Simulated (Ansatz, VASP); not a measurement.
## Two plane-wave programs on Pt

```xyz
1
Lattice="-1.3914 1.5902 1.5902 1.5902 -1.3914 1.5902 1.5902 1.5902 -1.3914" Properties=species:S:1:pos:R:3 pbc="T T T"
Pt    0.0000    0.0000    0.0000
```

Alike in both runs: task single point; functional PBE; k mesh 24 × 24 × 24; occupations gaussian, width 0.15 eV; no spin polarisation.

|  | VASP | Ansatz |
| --- | --- | --- |
| version | VASP 6.6.1 | Ansatz 0.2.0 |
| potentials or method | VASP PAW PBE potentials, release 64 (Pt), cutoff 520 eV | scalar-relativistic, plane waves, PAW |
| valence electrons in the cell | 10 | 18 |

VASP gave:

* gap on the k mesh at the Fermi level (eV): none
* pressure (GPa): 7.3
* traceless stress, the component that is largest in VASP (GPa): -7.51

Task: Estimate Ansatz's values.

Result: gap on the k mesh at the Fermi level (eV): none; pressure (GPa): 7.8; traceless stress, the component that is largest in VASP (GPa): -7.57.

A gap of «none» marks a metal or a gap that the smearing closes. VASP's potentials hold 10 valence electrons a cell and Ansatz's 18, so a difference there can come from the potentials and not from the codes.

Spin-orbit coupling is off throughout.
